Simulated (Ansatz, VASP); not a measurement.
**Sb: VASP beside Ansatz**

POSCAR

```
Sb
1.0
    3.3545324186      0.0000000000      0.0000000000
   -1.6772662093      2.9051102923      0.0000000000
    0.0000000000      0.0000000000      5.4701606500
Sb
2
Direct
    0.3333333333      0.6666666667      0.2500000000
    0.6666666667      0.3333333333      0.7500000000
```

INCAR.step1

```
PREC = Accurate ; ENCUT = 520
ISMEAR = -1 ; SIGMA = 0.05
LREAL = F ; LASPH = T
NELM = 100 ; NBANDS = 12
GGA = PE ; ALGO = Normal
EDIFF = 1E-4 ; LWAVE = T
LCHARG = F
```

File INCAR.step2:

```
PREC = Accurate ; ENCUT = 520
EDIFF = 1E-8 ; ISMEAR = -1
SIGMA = 0.05 ; LREAL = F
LASPH = T ; NELM = 100
ALGO = Normal ; ISIF = 2
LWAVE = F ; LCHARG = F
METAGGA = R2SCAN ; LMIXTAU = T
LEFG = T ; NBANDS = 12
ISTART = 1
```

Contents of KPOINTS:

```
Automatic mesh
0
Gamma
  13 13 7
```

Input for Ansatz:

```yaml
crystal:
  lattice:
    - [3.3545324186, 0.0, 0.0]
    - [-1.6772662093, 2.9051102923, 0.0]
    - [0.0, 0.0, 5.47016065]
  atoms:
    - { symbol: Sb, position: [0.3333333333, 0.6666666667, 0.25] }
    - { symbol: Sb, position: [0.6666666667, 0.3333333333, 0.75] }
kpoints:
  mp_grid: { grid: [13, 13, 7] }
  band_path:
    path:
      - [0.0, 0.0, 0.0]
      - [0.5, 0.0, 0.0]
      - [0.3333333333, 0.3333333333, 0.0]
      - [0.0, 0.0, 0.0]
      - [0.0, 0.0, 0.5]
      - [0.5, 0.0, 0.5]
      - [0.3333333333, 0.3333333333, 0.5]
      - [0.0, 0.0, 0.5]
      - [0.5, 0.0, 0.5]
    npoints: 14
scf:
  occupations: { method: fermi_dirac, width: 0.05 }
hamiltonian:
  xc: r2scan
  pseudopotentials: { kind: paw }
output:
  forces: true
  stress: true
  eigenvalues: true
  efg: { contact_densities: true }
  populations: true
  bader: true
  dos: { projected: true, de: 0.2, e_range: [-14, 8] }
  write_density: true
  write_potential: true
  elf: true
  volumetric_format: npy
```

Alike in both runs: task electric field gradients; functional r2SCAN; k mesh 13 × 13 × 7; occupations fermi-dirac, width 0.05 eV; no spin polarisation.

```csv
,VASP,Ansatz
version,VASP 6.6.1,Ansatz 0.2.0
potentials or method,"VASP PAW PBE potentials, release 64 (Sb)","PAW with Ansatz's default frozen-core files, scalar-relativistic"
plane-wave cutoff (eV),520,500
valence electrons in the cell,10,30
```

VASP gave:

```
pressure (GPa)                                                : 0.8
traceless stress, the component that is largest in VASP (GPa) : -1.13
size of Vzz on the site where it differs most (V/Å²)          : 28.4
```

Task: What did Ansatz give for the same quantities?

Result: Pressure (GPa): 0.9; traceless stress, the component that is largest in VASP (GPa): -1.12; size of Vzz on the site where it differs most (V/Å²): 29.2.

VASP's potentials were made for PBE, not for r2SCAN. VASP's potentials hold 10 valence electrons a cell and Ansatz's 30, so a difference there can come from the potentials and not from the codes.

Neither program's run includes spin-orbit coupling.
